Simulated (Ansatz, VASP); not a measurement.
# SnSe in VASP and in Ansatz

```
CELL_PARAMETERS angstrom
0.00000 3.01000 3.01000
3.01000 0.00000 3.01000
3.01000 3.01000 0.00000
ATOMIC_POSITIONS crystal
Sn 0.00000 0.00000 0.00000
Se 0.50000 0.50000 0.50000
```

Alike in both runs: task single point; functional PBE-based screened hybrid; k mesh 4 × 4 × 4; occupations gaussian, width 0.05 eV; no spin polarisation.

|  | VASP | Ansatz |
| --- | --- | --- |
| version | VASP 6.6.1 | Ansatz 0.2.0 |
| potentials or method | VASP PAW PBE potentials, release 64 (Sn_d, Se), cutoff 520 eV | scalar-relativistic, plane waves, PAW |
| valence electrons in the cell | 20 | 30 |

Ansatz gave:

- gap on the k mesh at the Fermi level (eV): 0.52
- least direct gap on the mesh (eV): 0.52
- pressure (GPa): -1.5

Which values does VASP return?

gap on the k mesh at the Fermi level (eV): 0.51; least direct gap on the mesh (eV): 0.51; pressure (GPa): -1.6.

VASP's potentials were made for PBE, not for PBE-based screened hybrid. VASP's potentials hold 20 valence electrons a cell and Ansatz's 30, so a difference there can come from the potentials and not from the codes. Ansatz's warnings: stress exchange threshold loose, stress scf threshold loose.

The k mesh is coarse, so the values compare programs but aren't converged.
